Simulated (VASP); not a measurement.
Cu: single point with LDA

The system is Cu.

```
Cu
1.0
    -1.83739    1.83739    3.60063
     1.83739   -1.83739    3.60063
     1.83739    1.83739   -3.60063
Cu
3
Direct
  0.75000 0.25000 0.50000
  0.25000 0.75000 0.50000
  0.50000 0.50000 0.00000
```

| Property | Result |
| --- | --- |
| Program | VASP 6.6.1 |
| Task | single point |
| Functional | LDA |
| Potentials or basis | VASP PAW LDA potentials, release 64 (Cu) |
| Cutoff | 520 eV |
| k mesh | 9 × 9 × 9 |
| Occupations | methfessel-paxton, width 0.05 eV |
| Spin | no spin polarisation |

| Property | Result |
| --- | --- |
| Pressure | -17.2 GPa |

Stress tensor (GPa, compression positive):
```
-17.46   0.00   0.00
  0.00 -17.46   0.00
  0.00   0.00 -16.69
```

Levels at points of the mesh, in eV from the Fermi level:
| k point | band 12 | band 13 | band 14 | band 15 | band 16 | band 17 | band 18 | band 19 | band 20 | band 21 |
| --- | --- | --- | --- | --- | --- | --- | --- | --- | --- | --- |
| (0.00, 0.00, 0.00) | -1.63 | -1.43 | -1.42 | -1.42 | -1.09 | 3.73 | 6.40 | 6.40 | 7.93 | 8.67 |

Wall time 3.1 min on 1 thread of AMD EPYC 7R13 Processor (Zen 3), on a shared host, peak memory 0.17 GiB.
